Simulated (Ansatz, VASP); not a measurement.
## One calculation of Be, two programs

File INCAR:

```
ALGO     = Normal         # electronic algorithm
EDIFF    = 1E-6           # SCF threshold, eV
EDIFFG   = -0.001         # ionic threshold
ENCUT    = 600            # plane-wave cutoff, eV
GGA      = PE             # functional
IBRION   = 2              # ionic algorithm
ISIF     = 3              # what is computed and relaxed
ISMEAR   = -1             # smearing method
IVDW     = 12             # dispersion correction
LASPH    = True           # aspherical terms in the spheres
LCHARG   = False          # write CHGCAR
LREAL    = False          # projectors in reciprocal space
LWAVE    = False          # write WAVECAR
NELM     = 100            # most SCF steps
NSW      = 80             # ionic steps
PREC     = Accurate       # precision mode
SIGMA    = 0.15           # smearing width, eV
```

KPOINTS

```
k-points
0
Gamma
  21 21 12
```

The input POSCAR:

```
Be
1.0
    2.2142215395      0.0000000000      0.0000000000
   -1.1071107698      1.9175721028      0.0000000000
    0.0000000000      0.0000000000      3.5000027207
Be
2
Direct
    0.3333333333      0.6666666667      0.2500000000
    0.6666666667      0.3333333333      0.7500000000
```

Input for Ansatz:

```yaml
crystal:
  lattice:
    - [2.2142215395, 0.0, 0.0]
    - [-1.1071107698, 1.9175721028, 0.0]
    - [0.0, 0.0, 3.5000027207]
  atoms:
    - { symbol: Be, position: [0.3333333333, 0.6666666667, 0.25] }
    - { symbol: Be, position: [0.6666666667, 0.3333333333, 0.75] }
basis:
  ecutwfc: 420
kpoints:
  mp_grid: { grid: [21, 21, 12] }
hamiltonian:
  xc: pbe
  dispersion: d3bj
scf:
  occupations: { method: fermi_dirac, width: 0.15 }
output:
  forces: true
  stress: true
  eigenvalues: true
relax:
  adjacent_minimum: "off"
  f_tol: 0.001
  max_steps: 60
  cell: { stress_tol: 0.01 }
```

Alike in both runs: task relaxation of cell and atoms; functional PBE; dispersion D3(BJ); k mesh 21 × 21 × 12; occupations fermi-dirac, width 0.15 eV; no spin polarisation.

|  | VASP | Ansatz |
| --- | --- | --- |
| version | VASP 6.6.1 | Ansatz 0.2.0 |
| potentials or method | VASP PAW PBE potentials, release 64 (Be), cutoff 600 eV | scalar-relativistic, plane waves, PAW |
| valence electrons in the cell | 4 | 4 |

```tsv
	VASP	Ansatz	Ansatz less VASP
gap on the k mesh at the Fermi level, each at its own relaxed structure (eV)	none	none	-
relaxed volume (Å³/atom)	7.44	7.43	-0.012
relaxed cell length with the largest relative difference (Å)	3.500	3.498	-0.0021
```

A gap of «none» marks a metal or a gap that the smearing closes.
